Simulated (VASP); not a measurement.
Set up this calculation in VASP 6.6.1, as the native input.

```
Task                   : single point
Functional             : PBEsol
Potentials or basis    : VASP PAW PBE potentials, release 64 (Y_sv)
Cutoff                 : 520 eV
k mesh                 : 14 × 14 × 14
Occupations            : gaussian, width 0.1 eV
Spin                   : no spin polarisation
Dipole correction      : no
Further INCAR settings : ALGO = Fast; EDIFF = 1e-06; NBANDS = 12
```

The structure of Y lies in POSCAR:

```
Y
1.0
    0.0000000000      2.4354573420      2.4354573420
    2.4354573420      0.0000000000      2.4354573420
    2.4354573420      2.4354573420      0.0000000000
Y
1
Direct
    0.0000000000      0.0000000000      0.0000000000
```

This isn't the form of Y at room conditions, which is hcp.

These files were run (other wordings do the same):

INCAR

```
SYSTEM = Y
  PREC = Accurate
  ENCUT = 520
  EDIFF = 1E-6
  ISMEAR = 0
  SIGMA = 0.1
  LREAL = .FALSE.
  LASPH = .TRUE.
  NELM = 60
  ALGO = Fast
  ISIF = 2
  LWAVE = .FALSE.
  LCHARG = .FALSE.
  GGA = PS
  NBANDS = 12
```

KPOINTS

```
regular mesh
0
G
  14 14 14
  0 0 0
```

Potentials or basis: VASP PAW PBE potentials, release 64 (Y_sv).

Launch:

```sh
$ cat potpaw_PBE.64/Y_sv/POTCAR > POTCAR
$ mpirun -np 1 vasp_std > vasp.out
```

It gave:

```json
{"Pressure": "2.8 GPa", "Band gap on the k mesh": "zero (an odd number of electrons rules out a gap without spin polarisation)"}
```

Caveat: the PAW data sets were made with another functional, which shifts forces and pressure a little.

Run time: 22 s on 1 thread of Intel(R) Xeon(R) 6975P-C (Granite Rapids), on a shared host, peak memory 0.2 GiB.
